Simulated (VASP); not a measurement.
# BeCd3S2 (P-4m2) in VASP: further runs

Runs on BeCd3S2. Level: PBE. Tasks: single point, relaxation of cell and atoms.

Program: VASP 6.6.1. These are calculated values, not measurements. Logs are shortened: lines on timing, memory, paths and dates and some standing lists are left out, and cuts for length are marked.

### 1 The cell of the first run

Symmetry: P-4m2, No. 115, tetragonal system. The conventional cell has a = 3.645 Å, b = 3.645 Å, c = 8.174 Å, α = 90.00°, β = 90.00°, γ = 90.00°. Be (site symmetry -4m2) has 4 Cd at 2.58 Å and 4 S at 2.83 Å within 3.4 Å. Within 3.7 Å of Cd (site symmetry 2mm) lie 5 S at 2.76 to 2.85 Å and 10 Cd at 3.18 to 3.64 Å and 2 Be at 3.64 Å. Within 3.4 Å of Cd (site symmetry -4m2) lie 4 Be at 2.58 Å and 4 S at 2.83 Å. S (site symmetry 2mm) has 7 Cd at 2.76 to 2.85 Å and 2 Be at 2.83 Å and 4 S at 3.64 Å within 3.7 Å.

The cell was built from a structure type or drawn by symmetry, and may not be a known phase.

### 2 Single point, PBE

File INCAR:

```
SYSTEM = BeCd3S2
ALGO = Normal
EDIFF = 1E-6
ENCUT = 520
GGA = PE
ISIF = 2
ISMEAR = 0
LASPH = .TRUE.
LCHARG = .TRUE.
LELF = .TRUE.
LREAL = .FALSE.
LVHAR = .TRUE.
LWAVE = .FALSE.
NBANDS = 34
NELM = 80
PREC = Accurate
SIGMA = 0.1
```

File KPOINTS:

```
k-points
0
G
  6 6 2
  0 0 0
```

File POSCAR:

```
BeCd3S2
1.0
    3.6445740400      0.0000000000      0.0000000000
    0.0000000000      3.6445740400      0.0000000000
    0.0000000000      0.0000000000      8.1742420300
Be Cd S
1 3 2
Direct
    0.5000000000      0.5000000000      0.0000000000
    0.5000000000      0.0000000000      0.3861632900
    0.0000000000      0.5000000000      0.6138367100
    0.0000000000      0.0000000000      0.0000000000
    0.5000000000      0.0000000000      0.7344790700
    0.0000000000      0.5000000000      0.2655209300
```

Potentials or basis: VASP PAW PBE potentials, release 64 (Be, Cd, S).

Command:

```
> cat potpaw_PBE.64/Be/POTCAR potpaw_PBE.64/Cd/POTCAR potpaw_PBE.64/S/POTCAR > POTCAR
> mpirun -np 1 vasp_std > vasp.out
```

OUTCAR:

```text
SYSTEM = BeCd3S2
   EDIFF = 1E-6
   ENCUT = 520
   GGA = PE
   ISIF = 2
   ISMEAR = 0
   LASPH = .TRUE.
   LREAL = .FALSE.
   NELM = 80
   PREC = Accurate

 ion  position               nearest neighbor table
   1  0.500  0.500  0.000-   4 2.58   4 2.58   4 2.58   4 2.58
   2  0.500  0.000  0.386-   6 2.76   6 2.76   6 2.76   6 2.76   5 2.85   3 3.18   3 3.18   3 3.18
                             3 3.18   4 3.64   4 3.64
   3  0.000  0.500  0.614-   5 2.76   5 2.76   5 2.76   5 2.76   6 2.85   2 3.18   2 3.18   2 3.18
                             2 3.18   4 3.64   4 3.64
   4  0.000  0.000  0.000-   1 2.58   1 2.58   1 2.58   1 2.58   6 2.83   6 2.83   5 2.83   5 2.83
                             2 3.64   2 3.64   3 3.64   3 3.64
   5  0.500  0.000  0.734-   3 2.76   3 2.76   3 2.76   3 2.76   4 2.83   4 2.83   2 2.85
   6  0.000  0.500  0.266-   2 2.76   2 2.76   2 2.76   2 2.76   4 2.83   4 2.83   3 2.85

  LATTYP: Found a simple tetragonal cell.
 ALAT       =     3.6445740400
 C/A-ratio  =     2.2428525090

  Lattice vectors:

 A1 = (   3.6445740400,   0.0000000000,   0.0000000000)
 A2 = (   0.0000000000,   3.6445740400,   0.0000000000)
 A3 = (   0.0000000000,   0.0000000000,   8.1742420300)

Analysis of symmetry for initial positions (statically):
=====================================================================
 Subroutine PRICEL returns:
 Original cell was already a primitive cell.

 Routine SETGRP: Setting up the symmetry group for a
 simple tetragonal supercell.

 Subroutine GETGRP returns: Found  8 space group operations
 (whereof  8 operations were pure point group operations)
 out of a pool of 16 trial point group operations.

The static configuration has the point symmetry D_2d.

Analysis of symmetry for dynamics (positions and initial velocities):
=====================================================================
 Subroutine PRICEL returns:
 Original cell was already a primitive cell.

 Routine SETGRP: Setting up the symmetry group for a
 simple tetragonal supercell.

 Subroutine GETGRP returns: Found  8 space group operations
 (whereof  8 operations were pure point group operations)
 out of a pool of 16 trial point group operations.

The dynamic configuration has the point symmetry D_2d.

 Subroutine INISYM returns: Found  8 space group operations
 (whereof  8 operations are pure point group operations),
 and found     1 'primitive' translations

----------------------------------------------------------------------------------------

                                     Primitive cell

  volume of cell :     108.5778

  direct lattice vectors                    reciprocal lattice vectors
     3.644574040  0.000000000  0.000000000     0.274380487  0.000000000  0.000000000
     0.000000000  3.644574040  0.000000000     0.000000000  0.274380487  0.000000000
     0.000000000  0.000000000  8.174242030     0.000000000  0.000000000  0.122335502

  length of vectors
     3.644574040  3.644574040  8.174242030     0.274380487  0.274380487  0.122335502

  position of ions in fractional coordinates (direct lattice)
     0.500000000  0.500000000  0.000000000
     0.500000000  0.000000000  0.386163290
     0.000000000  0.500000000  0.613836710
     0.000000000  0.000000000  0.000000000
     0.500000000  0.000000000  0.734479070
     0.000000000  0.500000000  0.265520930

  ion indices of the primitive-cell ions
   primitive index   ion index
                 1           1
                 2           2
                 3           3
                 4           4
                 5           5
                 6           6

----------------------------------------------------------------------------------------

 KPOINTS: k-points

Automatic generation of k-mesh.
 Grid dimensions read from file:
 generate k-points for:    6    6    2

 Generating k-lattice:

  Cartesian coordinates                     Fractional coordinates (reciprocal lattice)
     0.045730081  0.000000000  0.000000000     0.166666667  0.000000000  0.000000000
     0.000000000  0.045730081  0.000000000     0.000000000  0.166666667  0.000000000
     0.000000000  0.000000000  0.061167751     0.000000000  0.000000000  0.500000000

  Length of vectors
     0.045730081  0.045730081  0.061167751

  Shift w.r.t. Gamma in fractional coordinates (k-lattice)
     0.000000000  0.000000000  0.000000000

 Subroutine IBZKPT returns following result:
 ===========================================

 Found     20 irreducible k-points:

 Following reciprocal coordinates:
            Coordinates               Weight
  0.000000  0.000000  0.000000      1.000000
  0.166667  0.000000  0.000000      4.000000
  0.333333  0.000000  0.000000      4.000000
  0.500000  0.000000  0.000000      2.000000
  0.166667  0.166667  0.000000      4.000000
  0.333333  0.166667  0.000000      8.000000
[... 12 lines left out ...]
  0.500000  0.333333  0.500000      4.000000
  0.500000  0.500000  0.500000      1.000000
   k-points           NKPTS =     20   k-points in BZ     NKDIM =     20   number of bands    NBANDS=     34
   number of dos      NEDOS =    301   number of ions     NIONS =      6
   total plane-waves  NPLWV =  50176
   dimension x,y,z NGX =    28 NGY =   28 NGZ =   64
   dimension x,y,z NGXF=    56 NGYF=   56 NGZF=  128
   ions per type =               1   3   2
   NGX,Y,Z   is equivalent  to a cutoff of  12.77, 12.77, 13.02 a.u.
   NGXF,Y,Z  is equivalent  to a cutoff of  25.54, 25.54, 26.03 a.u.
 SYSTEM =  BeCd3S2
   PREC   = accura    normal or accurate (medium, high low for compatibility)
   ISTART =      0    job   : 0-new  1-cont  2-samecut
   ICHARG =      2    charge: 1-file 2-atom 10-const
   ISPIN  =      1    spin polarized calculation?
   LNONCOLLINEAR =      F non collinear calculations
   LSORBIT =      F    spin-orbit coupling
   LASPH  =      T    aspherical Exc in radial PAW
   ENCUT  =  520.0 eV  38.22 Ry    6.18 a.u.   6.78  6.78 15.20*2*pi/ulx,y,z
   NELM   =     80;   NELMIN=  2; NELMDL= -5     # of ELM steps
   EDIFF  = 0.1E-05   stopping-criterion for ELM
   LREAL  =      F    real-space projection
[... 7 lines left out ...]
   TEBEG  =    0.0;   TEEND  =   0.0 temperature during run
   PSTRESS=    0.0 pullay stress
   NELECT =      50.0000    total number of electrons
   NUPDOWN=      -1.0000    fix difference up-down
   EMIN   =  10.00;   EMAX   =-10.00  energy-range for DOS
   EFERMI =   0.00;   METHOD = LEGACY
   ISMEAR =     0;   SIGMA  =   0.10  broadening in eV -4-tet -1-fermi 0-gaus
   EFERMI_NEDOS =   21; number of points for ismear=-14 and -15
   IALGO  =     38    algorithm
   IMIX   =      4    mixing-type and parameters
     AMIX     =   0.40;   BMIX     =  1.00
     AMIX_MAG =   1.60;   BMIX_MAG =  1.00
  volume/ion in A,a.u.               =      18.10       122.12
  Fermi-wavevector in a.u.,A,eV,Ry     =   1.264206  2.389003 21.745057  1.598217
  Thomas-Fermi vector in A             =   2.397523
   LORBIT       =      0    0 simple, 1 ext, 2 COOP (PROOUT), +10 PAW based schemes
   GGA     = PE    functional components
   LHFCALC =     F    Hartree Fock is set to
   AEXX    =    0.0000 exact exchange contribution
   IVDW    =     0    specifies the selected vdW correction
   LEPSILON=     F    determine dielectric tensor
   LRPA    =     F    only Hartree local field effects (RPA)
 non-spin polarized calculation
 Gauss-broadening in eV      SIGMA  =   0.10
  energy-cutoff  :      520.00
  volume of cell :      108.58
 maximum number of plane-waves:      2952
 NGX is ok and might be reduce to    28
   NGX = 13   NGY = 13   NGZ = 31

 number of electron      50.0000015 magnetization

 Free energy of the ion-electron system (eV)
  ---------------------------------------------------
  ext. energy  EPLUGINS =         0.00000000
  ---------------------------------------------------
  free energy    TOTEN  =       -12.88233808 eV

  energy without entropy =      -12.87178351  energy(sigma->0) =      -12.87706079

 E-fermi :   4.5320     XC(G=0): -10.7780

 val. band max:        4.5100706599   @ k =   0.5000   0.3333   0.5000
 cond. band min:       4.5575074757   @ k =   0.5000   0.3333   0.0000
 fundamental gap:      0.0474368158
 Fermi energy:         4.5320238913

 k-point     1 :       0.0000    0.0000    0.0000
  band No.  band energies     occupation
      1      -9.7260      2.00000
      2      -9.3726      2.00000
      3      -4.8251      2.00000
      4      -4.7645      2.00000
      5      -4.5440      2.00000
      6      -4.5108      2.00000
[... 26 lines left out ...]
     33      11.2660      0.00000
     34      11.2660      0.00000

 k-point     2 :       0.1667    0.0000    0.0000
  band No.  band energies     occupation
      1      -9.5702      2.00000
      2      -9.2631      2.00000
      3      -4.7835      2.00000
      4      -4.7321      2.00000
      5      -4.6076      2.00000
      6      -4.5638      2.00000
[... 26 lines left out ...]
     33      10.6975      0.00000
     34      10.9444      0.00000

 k-point     3 :       0.3333    0.0000    0.0000
  band No.  band energies     occupation
      1      -9.2091      2.00000
      2      -9.0321      2.00000
      3      -4.7777      2.00000
      4      -4.7477      2.00000
      5      -4.7225      2.00000
      6      -4.6336      2.00000
[... 26 lines left out ...]
     33      10.6312      0.00000
     34      11.3037      0.00000

 k-point     4 :       0.5000    0.0000    0.0000
  band No.  band energies     occupation
      1      -8.9535      2.00000
      2      -8.9516      2.00000
      3      -4.7862      2.00000
      4      -4.7669      2.00000
      5      -4.7662      2.00000
      6      -4.7460      2.00000
[... 26 lines left out ...]
     33      10.5848      0.00000
     34      10.5954      0.00000

 k-point     5 :       0.1667    0.1667    0.0000
  band No.  band energies     occupation
      1      -9.4320      2.00000
      2      -9.1644      2.00000
      3      -4.7133      2.00000
      4      -4.7108      2.00000
      5      -4.6793      2.00000
      6      -4.5890      2.00000
[... 473 lines left out ...]
 k-point    18 :       0.3333    0.3333    0.5000
  band No.  band energies     occupation
      1      -8.8807      2.00000
      2      -8.8566      2.00000
      3      -4.8454      2.00000
      4      -4.7262      2.00000
      5      -4.6557      2.00000
      6      -4.6014      2.00000
[... 26 lines left out ...]
     33      10.8316      0.00000
     34      11.2580      0.00000

 k-point    19 :       0.5000    0.3333    0.5000
  band No.  band energies     occupation
      1      -8.7813      2.00000
      2      -8.7789      2.00000
      3      -4.8116      2.00000
      4      -4.7568      2.00000
      5      -4.6989      2.00000
      6      -4.6956      2.00000
[... 26 lines left out ...]
     33      10.7422      0.00000
     34      10.9945      0.00000

 k-point    20 :       0.5000    0.5000    0.5000
  band No.  band energies     occupation
      1      -8.7227      2.00000
      2      -8.7227      2.00000
      3      -4.8214      2.00000
      4      -4.7734      2.00000
      5      -4.7685      2.00000
      6      -4.6077      2.00000
[... 26 lines left out ...]
     33      10.6568      0.00000
     34      10.6568      0.00000

------------------------ aborting loop because EDIFF is reached ----------------------------------------

  FORCE on cell =-STRESS in cart. coord.  units (eV):
  Direction    XX          YY          ZZ          XY          YZ          ZX
  --------------------------------------------------------------------------------------
  -------------------------------------------------------------------------------------
  Total        3.4777069      3.4777069      6.6714725      0.0000000      0.0000000      0.0000000
  in kB       51.3171479     51.3171479     98.4444503      0.0000000      0.0000000      0.0000000
  external PRESSURE =      67.0262487 kB  Pullay stress =       0.0000000 kB

 VOLUME and BASIS-vectors are now :
 -----------------------------------------------------------------------------
  energy-cutoff  :      520.00
  volume of cell :      108.58
      direct lattice vectors                 reciprocal lattice vectors
     3.644574040  0.000000000  0.000000000     0.274380487  0.000000000  0.000000000
     0.000000000  3.644574040  0.000000000     0.000000000  0.274380487  0.000000000
     0.000000000  0.000000000  8.174242030     0.000000000  0.000000000  0.122335502

 POSITION                                       TOTAL-FORCE (eV/Angst)
 -----------------------------------------------------------------------------------
      1.82229      1.82229      0.00000         0.000000      0.000000      0.000000
      1.82229      0.00000      3.15659        -0.000000      0.000000     -0.148575
      0.00000      1.82229      5.01765         0.000000      0.000000      0.148575
      0.00000      0.00000      0.00000         0.000000      0.000000      0.000000
      1.82229      0.00000      6.00381         0.000000      0.000000     -0.786027
      0.00000      1.82229      2.17043         0.000000     -0.000000      0.786027
 -----------------------------------------------------------------------------------
    total drift:                                0.000000     -0.000000      0.000000

  FREE ENERGIE OF THE ION-ELECTRON SYSTEM (eV)
  ---------------------------------------------------
  free  energy   TOTEN  =       -12.8823380756 eV

  energy  without entropy=      -12.8717835053  energy(sigma->0) =      -12.87706079
```

Run time: 48 s. Hardware: 1 thread of Intel Xeon Platinum 8488C (Sapphire Rapids), shared host; peak memory 0.24 GiB.

What came out:

| Quantity | Value |
| --- | --- |
| Free energy | -12.8823 eV |
| Pressure | 6.7 GPa |
| Largest force | 0.786 eV/Å |
| Band gap on the k mesh | zero (bands 25 and 26 overlap by 1.61 eV) |

Forces in eV/Å, atoms in the order of the input:
```
Be   0.000  0.000  0.000
Cd   0.000  0.000 -0.149
Cd   0.000  0.000  0.149
Cd   0.000  0.000  0.000
S    0.000  0.000 -0.786
S    0.000  0.000  0.786
```

Caveat: the k points lie up to 0.38 Å⁻¹ apart, too coarse for converged energies and pressures of a metal.

### 3 Single point, PBE

This run uses another cell than the first one, of 21.16 Å³/atom.

File INCAR:

```
PREC = Accurate
ENCUT = 520
EDIFF = 1E-7
ISMEAR = 0
SIGMA = 0.1
LREAL = F
LASPH = T
NELM = 100
ALGO = Normal
ISIF = 2
LWAVE = F
LCHARG = T
GGA = PE
LELF = T
LVHAR = T
NBANDS = 34
```

File KPOINTS:

```
regular mesh
0
Gamma
  6 6 2
```

File POSCAR:

```
BeCd3S2
1.0
    3.7526068843      0.0000000000      0.0000000000
    0.0000000000      3.7526068843      0.0000000000
    0.0000000000      0.0000000000      9.0159722510
Be Cd S
1 3 2
Direct
    0.5000000000      0.5000000000      0.0000000000
    0.5000000000      0.0000000000      0.3623233632
    0.0000000000      0.5000000000      0.6376766368
    0.0000000000      0.0000000000      0.0000000000
    0.5000000000      0.0000000000      0.6688318095
    0.0000000000      0.5000000000      0.3311681905
```

Potentials or basis: VASP PAW PBE potentials, release 64 (Be, Cd, S).

Command:

```
> cat potpaw_PBE.64/Be/POTCAR potpaw_PBE.64/Cd/POTCAR potpaw_PBE.64/S/POTCAR > POTCAR
> mpirun -np 1 vasp_std > vasp.out
```

OUTCAR:

```text
PREC = Accurate
   ENCUT = 520
   EDIFF = 1E-7
   ISMEAR = 0
   LREAL = F
   LASPH = T
   NELM = 100
   ISIF = 2
   GGA = PE

 ion  position               nearest neighbor table
   1  0.500  0.500  0.000-   4 2.65   4 2.65   4 2.65   4 2.65
   2  0.500  0.000  0.362-   6 2.67   6 2.67   6 2.67   6 2.67   5 2.76   3 3.63   3 3.63   3 3.63
                             3 3.63   4 3.77   4 3.77
   3  0.000  0.500  0.638-   5 2.67   5 2.67   5 2.67   5 2.67   6 2.76   2 3.63   2 3.63   2 3.63
                             2 3.63   4 3.77   4 3.77
   4  0.000  0.000  0.000-   1 2.65   1 2.65   1 2.65   1 2.65   3 3.77   3 3.77   2 3.77   2 3.77

   5  0.500  0.000  0.669-   3 2.67   3 2.67   3 2.67   3 2.67   2 2.76
[... 943 lines left out ...]
  Total        0.2208773      0.2208773      0.2545193      0.0000000      0.0000000      0.0000000
  in kB        2.7872946      2.7872946      3.2118308      0.0000000      0.0000000      0.0000000
  external PRESSURE =       2.9288067 kB  Pullay stress =       0.0000000 kB

 VOLUME and BASIS-vectors are now :
 -----------------------------------------------------------------------------
  energy-cutoff  :      520.00
  volume of cell :      126.96
      direct lattice vectors                 reciprocal lattice vectors
     3.752606884  0.000000000  0.000000000     0.266481417  0.000000000  0.000000000
     0.000000000  3.752606884  0.000000000     0.000000000  0.266481417  0.000000000
     0.000000000  0.000000000  9.015972251     0.000000000  0.000000000  0.110914272

 POSITION                                       TOTAL-FORCE (eV/Angst)
 -----------------------------------------------------------------------------------
      1.87630      1.87630      0.00000         0.000000     -0.000000      0.000000
      1.87630      0.00000      3.26670        -0.000000      0.000000     -0.029103
      0.00000      1.87630      5.74927         0.000000      0.000000      0.029103
      0.00000      0.00000      0.00000         0.000000      0.000000      0.000000
      1.87630      0.00000      6.03017         0.000000     -0.000000      0.042363
      0.00000      1.87630      2.98580         0.000000     -0.000000     -0.042363
 -----------------------------------------------------------------------------------
    total drift:                               -0.000000      0.000000      0.000000

  FREE ENERGIE OF THE ION-ELECTRON SYSTEM (eV)
  ---------------------------------------------------
  free  energy   TOTEN  =       -13.8993536660 eV

  energy  without entropy=      -13.8848904447  energy(sigma->0) =      -13.89212206
```

OSZICAR:

```text
N       E                     dE             d eps       ncg     rms          rms(c)
DAV:   1     0.348073850334E+03    0.34807E+03   -0.24534E+04  1368   0.137E+03
DAV:   2     0.464986083108E+01   -0.34342E+03   -0.32834E+03  1456   0.348E+02
DAV:   3    -0.149395438582E+02   -0.19589E+02   -0.19271E+02  1628   0.820E+01
DAV:   4    -0.151922699239E+02   -0.25273E+00   -0.25222E+00  1550   0.856E+00
DAV:   5    -0.151954104876E+02   -0.31406E-02   -0.31396E-02  1652   0.100E+00    0.119E+01
DAV:   6    -0.139229172878E+02    0.12725E+01   -0.24589E+00  1596   0.138E+01    0.955E+00
DAV:   7    -0.139090735526E+02    0.13844E-01   -0.91416E-01  1474   0.437E+00    0.405E+00
DAV:   8    -0.139009439492E+02    0.81296E-02   -0.10331E-01  1524   0.303E+00    0.548E-01
DAV:   9    -0.138991183703E+02    0.18256E-02   -0.13607E-02  1616   0.133E+00    0.137E-01
DAV:  10    -0.138992875800E+02   -0.16921E-03   -0.12685E-03  1544   0.204E-01    0.118E-01
DAV:  11    -0.138993239021E+02   -0.36322E-04   -0.19320E-04  1608   0.106E-01    0.551E-02
DAV:  12    -0.138993525150E+02   -0.28613E-04   -0.56132E-05  1478   0.495E-02    0.143E-02
DAV:  13    -0.138993545111E+02   -0.19961E-05   -0.36896E-06  1582   0.199E-02    0.669E-03
DAV:  14    -0.138993536567E+02    0.85442E-06   -0.17094E-06  1688   0.155E-02    0.262E-03
DAV:  15    -0.138993536660E+02   -0.93532E-08   -0.37401E-07  1216   0.329E-03
   1 F= -.13899354E+02 E0= -.13892122E+02  d E =-.144632E-01
```

Run time: 64 s. Hardware: 1 thread of Intel Xeon Platinum 8488C (Sapphire Rapids), shared host; peak memory 0.25 GiB.

Results:

* Free energy: -13.8994 eV
* Pressure: 0.3 GPa
* Largest force: 0.042 eV/Å
* Band gap on the k mesh: zero (bands 25 and 26 overlap by 1.38 eV)

Forces in eV/Å, atoms in the order of the input:
```
Be   0.000  0.000  0.000
Cd   0.000  0.000 -0.029
Cd   0.000  0.000  0.029
Cd   0.000  0.000  0.000
S    0.000  0.000  0.042
S    0.000  0.000 -0.042
```

(Continued in part 2 of 2.)
